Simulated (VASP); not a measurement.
Runs of VASP 6.6.1 on Sr. The structure is that of space group P6/mmm (No. 191), or close to it. The cells are those of the table. This isn't the form of Sr at room conditions, which is fcc.

```tsv
cell	gap on the mesh (eV)	pressure (GPa)
a = 10.988, b = 10.988, c = 4.532 Å, angles 90.0, 90.0, 120.0°, 1 atom	(a)	0.0
a = 10.988, b = 10.988, c = 3.979 Å, angles 90.0, 90.0, 120.0°, 1 atom	none	(b)
a = 10.988, b = 10.988, c = 4.753 Å, angles 90.0, 90.0, 120.0°, 1 atom	0.46	0.0
a = 10.988, b = 10.988, c = 4.311 Å, angles 90.0, 90.0, 120.0°, 1 atom	-	0.2
a = 10.988, b = 10.988, c = 4.090 Å, angles 90.0, 90.0, 120.0°, 1 atom	-	0.2
a = 10.988, b = 10.988, c = 4.200 Å, angles 90.0, 90.0, 120.0°, 1 atom	-	0.2
a = 10.988, b = 10.988, c = 4.642 Å, angles 90.0, 90.0, 120.0°, 1 atom	0.41	0.0
```

Alike in all rows: task single point; level PBE+D3(BJ); potentials or basis VASP PAW PBE potentials, release 64 (Sr_sv); no spin polarisation; k mesh 6 × 6 × 8; cutoff (eV) 520; smearing gaussian 0.03 eV.

Fill in the values left out.

(a) 0.36; (b) 0.1.

A k mesh can miss the band edges, and the runs leave out spin-orbit coupling on Sr.

A gap of «none» marks levels without a gap at the run's occupations.
